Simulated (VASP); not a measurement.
# Nd2GeB (P6/mmm) in VASP: a series of runs, part 2 of 2

VASP 6.6.1.

## 4. Relaxation of cell and atoms, PBE

Input file INCAR:

```
  PREC = Accurate
  ENCUT = 500
  EDIFF = 1E-7
  ISMEAR = 0
  SIGMA = 0.1
  LREAL = F
  LASPH = T
  NELM = 200
  ALGO = Normal
  ISIF = 3
  LWAVE = F
  LCHARG = F
  GGA = PE
  IBRION = 2
  NSW = 90
  EDIFFG = -0.04
  GGA_COMPAT = F
  NELMIN = 4
  LMAXMIX = 6
```

Input file KPOINTS:

```
Automatic mesh
0
Gamma
  6 6 4
```

Input file POSCAR:

```
Nd2GeB
1.0
    5.1783918500      0.0000000000      0.0000000000
   -2.5891959300      4.4846189000      0.0000000000
    0.0000000000      0.0000000000      3.7721949800
Nd Ge B
2 1 1
Direct
    0.3333333300      0.6666666700      0.0000000000
    0.6666666700      0.3333333300      0.0000000000
    0.0000000000      0.0000000000      0.0000000000
    0.0000000000      0.0000000000      0.5000000000
```

Potentials or basis: VASP PAW PBE potentials, release 64 (Nd_3, Ge_d, B), 4f in core.

On the command line:

```sh
> cat potpaw_PBE.64/Nd_3/POTCAR potpaw_PBE.64/Ge_d/POTCAR potpaw_PBE.64/B/POTCAR > POTCAR
> mpirun -np 1 vasp_std > vasp.out
```

OUTCAR:

```text
PREC = Accurate
   ENCUT = 500
   EDIFF = 1E-7
   ISMEAR = 0
   LREAL = F
   LASPH = T
   NELM = 200
   ISIF = 3
   GGA = PE
   IBRION = 2
   NSW = 90
   EDIFFG = -0.04
   NELMIN = 4

 ion  position               nearest neighbor table
   1  0.333  0.667  0.000-   2 2.99   3 2.99   2 2.99   3 2.99   3 2.99   2 2.99
   2  0.667  0.333  0.000-   1 2.99   3 2.99   1 2.99   3 2.99   3 2.99   1 2.99
   3  0.000  0.000  0.000-   4 1.89   4 1.89   1 2.99   2 2.99   2 2.99   1 2.99   2 2.99   1 2.99

   4  0.000  0.000  0.500-   3 1.89   3 1.89

  LATTYP: Found a hexagonal cell.
 ALAT       =     5.1783918500
 C/A-ratio  =     0.7284491188

  Lattice vectors:

 A1 = (   5.1783918500,   0.0000000000,   0.0000000000)
 A2 = (  -2.5891959300,   4.4846189000,   0.0000000000)
 A3 = (   0.0000000000,   0.0000000000,   3.7721949800)

Analysis of symmetry for initial positions (statically):
=====================================================================
 Subroutine PRICEL returns:
 Original cell was already a primitive cell.

 Routine SETGRP: Setting up the symmetry group for a
 hexagonal supercell.

 Subroutine GETGRP returns: Found 24 space group operations
 (whereof 24 operations were pure point group operations)
[... 169 lines left out ...]

  FORCE on cell =-STRESS in cart. coord.  units (eV):
  Direction    XX          YY          ZZ          XY          YZ          ZX
  --------------------------------------------------------------------------------------
  -------------------------------------------------------------------------------------
  Total        3.5537424      3.5537424      5.0330057     -0.0000000      0.0000000     -0.0000000
  in kB       64.9952973     64.9952975     92.0499210     -0.0000001      0.0000000     -0.0000000
  external PRESSURE =      74.0135053 kB  Pullay stress =       0.0000000 kB
[... 63 lines left out ...]
--------------------------------------- Ionic step        3  -------------------------------------------

 number of electron      39.0000022 magnetization

 E-fermi :   4.2700     XC(G=0): -10.0105

 val. band max:        4.2636932263   @ k =   0.1667   0.1667   0.0000
 cond. band min:       4.3186094854   @ k =   0.3333   0.1667   0.5000
 fundamental gap:      0.0549162590
 Fermi energy:         4.2700226261

 k-point     1 :       0.0000    0.0000    0.0000
  band No.  band energies     occupation
      1     -34.1528      2.00000
      2     -33.7331      2.00000
      3     -20.3316      2.00000
      4     -20.2472      2.00000
      5     -20.2472      2.00000
      6     -20.2152      2.00000
[... 572 lines left out ...]
--------------------------------------- Ionic step        4  -------------------------------------------

 number of electron      39.0000020 magnetization

 Free energy of the ion-electron system (eV)
  ---------------------------------------------------
  ext. energy  EPLUGINS =         0.00000000
  ---------------------------------------------------
  free energy    TOTEN  =       -18.25376836 eV

  energy without entropy =      -18.22538376  energy(sigma->0) =      -18.23957606

 E-fermi :   4.2524     XC(G=0):  -9.9995

 val. band max:        4.2458193408   @ k =   0.1667   0.1667   0.0000
 cond. band min:       4.2997253957   @ k =   0.3333   0.1667   0.5000
 fundamental gap:      0.0539060550
 Fermi energy:         4.2523925897

 k-point     1 :       0.0000    0.0000    0.0000
  band No.  band energies     occupation
      1     -34.1722      2.00000
      2     -33.7558      2.00000
      3     -20.3451      2.00000
      4     -20.2614      2.00000
      5     -20.2614      2.00000
      6     -20.2297      2.00000
[... 566 lines left out ...]
  FREE ENERGIE OF THE ION-ELECTRON SYSTEM (eV)
  ---------------------------------------------------
  free  energy   TOTEN  =       -18.2537683600 eV

  energy  without entropy=      -18.2253837617  energy(sigma->0) =      -18.23957606

 reached required accuracy - stopping structural energy minimisation
```

CONTCAR:

```text
Nd2GeB
   1.00000000000000
     5.3477073807653426   -0.0000000001887736   -0.0000000000000000
    -2.6738536957096364    4.6312504516937310   -0.0000000000000000
    -0.0000000000000000    0.0000000000000000    3.9468726959584743
  Nd              Ge              B
     2     1     1
Direct
     0.3333333300000021    0.6666666699999979    0.0000000000000000
     0.6666666699999979    0.3333333300000021    1.0000000000000000
     1.0000000000000000    0.0000000000000000    0.0000000000000000
     1.0000000000000000    0.0000000000000000    0.5000000000000000

  0.00000000E+00  0.00000000E+00  0.00000000E+00
  0.00000000E+00  0.00000000E+00  0.00000000E+00
  0.00000000E+00  0.00000000E+00  0.00000000E+00
  0.00000000E+00  0.00000000E+00  0.00000000E+00
```

Wall time 82 s (1 thread of Intel Xeon Platinum 8559C (Emerald Rapids), shared host); peak memory 0.23 GiB.

Results:

- Free energy: -18.2538 eV
- Relaxed volume: 24.44 Å³/atom
- Relaxed cell: a = 5.348 Å, b = 5.348 Å, c = 3.947 Å, α = 90.00°, β = 90.00°, γ = 120.00°
- Space group after relaxing (to 0.1 Å): P6/mmm (No. 191)
- Energy gained by relaxing: 53.0 meV/atom
- Ionic steps: 4
- Pressure after relaxing: 0.0 GPa
- Band gap on the k mesh: zero (an odd number of electrons rules out a gap without spin polarisation)

Step by step:
```csv
step,energy change (eV),largest force (eV/Å),pressure (GPa),volume (Å³)
1,0.0000,0.0000,7.40,87.60
2,-0.1935,0.0000,-1.74,101.06
3,-0.2120,0.0000,0.11,97.50
4,-0.2121,0.0000,-0.02,97.75
```

Final structure:
```cif
data_structure
_symmetry_space_group_name_H-M 'P 1'
_symmetry_Int_Tables_number 1
_cell_length_a 5.3477
_cell_length_b 5.3477
_cell_length_c 3.9469
_cell_angle_alpha 90.000
_cell_angle_beta 90.000
_cell_angle_gamma 120.000
_cell_volume 97.75
loop_
_atom_site_label
_atom_site_type_symbol
_atom_site_fract_x
_atom_site_fract_y
_atom_site_fract_z
_atom_site_occupancy
Nd1 Nd 0.33333 0.66667 0.00000 1
Nd2 Nd 0.66667 0.33333 0.00000 1
Ge1 Ge 0.00000 0.00000 0.00000 1
B1 B 0.00000 0.00000 0.50000 1
```

Levels at points of the mesh, in eV from the Fermi level:
| k point | band 15 | band 16 | band 17 | band 18 | band 19 | band 20 | band 21 | band 22 | band 23 |
| --- | --- | --- | --- | --- | --- | --- | --- | --- | --- |
| (0.00, 0.00, 0.00) | -4.03 | -3.56 | -3.56 | -2.26 | -0.53 | 1.25 | 1.46 | 1.46 | 1.69 |
| (0.50, 0.00, 0.00) | -4.20 | -4.12 | -3.31 | -1.51 | -0.68 | 0.08 | 0.41 | 0.53 | 0.93 |
| (0.00, 0.00, 0.50) | -7.74 | -2.15 | -2.15 | -0.99 | -0.99 | -0.66 | -0.66 | 0.72 | 2.12 |
| (0.50, 0.00, 0.50) | -7.86 | -2.36 | -2.29 | -1.97 | -1.54 | -0.40 | 0.27 | 2.24 | 2.36 |

Caveat: the k points lie up to 0.40 Å⁻¹ apart in the final cell, too coarse for converged energies and pressures of a metal; spin-orbit coupling is left out, which moves the levels of the heavy elements; the 4f electrons are frozen in the core, so they carry no moment and show no levels; an odd number of electrons without spin polarisation forces a metal; a magnetic or distorted state may lie lower. Spin polarisation is off, so any magnetic state and its effect on volume and gap are missing.

## 5. Summary

```tsv
task	cell	gap on the mesh (eV)	pressure (GPa)
single point	a = 5.178, b = 5.178, c = 3.772 Å, angles 90.0, 90.0, 120.0°, 4 atoms	none	7.4
single point	a = 5.324, b = 5.324, c = 3.957 Å, angles 90.0, 90.0, 120.0°, 4 atoms	none	0.3
relaxation of cell and atoms	relaxed from a = 5.178, b = 5.178, c = 3.772 Å, angles 90.0, 90.0, 120.0°, 4 atoms	none	0.0
```

Alike in all rows: level PBE; potentials or basis VASP PAW PBE potentials, release 64 (Nd_3, Ge_d, B), 4f in core; no spin polarisation; k mesh 6 × 6 × 4; cutoff (eV) 500; smearing gaussian 0.1 eV.

Caveats: all runs use coarse meshes; spin-orbit coupling is left out, which moves the levels of the heavy elements; the 4f electrons are frozen in the core, so they carry no moment and show no levels; an odd number of electrons without spin polarisation forces a metal; a magnetic or distorted state may lie lower.

Absolute energies hang on the potentials; compare differences alone.

The gap in the log of VASP goes by the Fermi energy; the results here count the filled bands.